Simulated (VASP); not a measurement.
A run of VASP 6.6.1:

File INCAR:

```
SYSTEM = Eu
PREC     = Accurate       ! precision mode
ENCUT    = 520            ! plane-wave cutoff, eV
EDIFF    = 1E-7           ! SCF threshold, eV
ISMEAR   = -1             ! smearing method
SIGMA    = 0.05           ! smearing width, eV
LREAL    = .False.        ! projectors in reciprocal space
LASPH    = .True.         ! aspherical terms in the spheres
NELM     = 150            ! most SCF steps
ALGO     = Normal         ! electronic algorithm
ISIF     = 2              ! what is computed and relaxed
LWAVE    = .False.        ! write WAVECAR
LCHARG   = .False.        ! write CHGCAR
ISPIN    = 2              ! spin polarisation
MAGMOM   = 7.1            ! initial moments
LORBIT   = 11             ! projections on sites
LMAXMIX  = 6              ! l up to which the mixer works
GGA      = CA             ! functional
NBANDS   = 18             ! bands
```

The input KPOINTS:

```
regular mesh
0
Gamma
  14 14 14
  0 0 0
```

POSCAR

```
Eu
1.0
    0.0000000000      2.5916486196      2.5916486196
    2.5916486196      0.0000000000      2.5916486196
    2.5916486196      2.5916486196      0.0000000000
Eu
1
Direct
    0.0000000000      0.0000000000      0.0000000000
```

Potentials or basis: VASP PAW PBE potentials, release 64 (Eu).

Command:

```bash
$ cat potpaw_PBE.64/Eu/POTCAR > POTCAR
$ mpirun -np 1 vasp_std > vasp.out
```

Hardware: 1 thread of AMD EPYC 9R45 96-Core Processor (Zen 5) (shared host).

Question: Estimate the wall time of this run.

Answer: Run time: 110 s on 1 thread of AMD EPYC 9R45 96-Core Processor (Zen 5), with other jobs on the host, peak memory 0.21 GiB. Counts: scf iterations 18, k points 104.
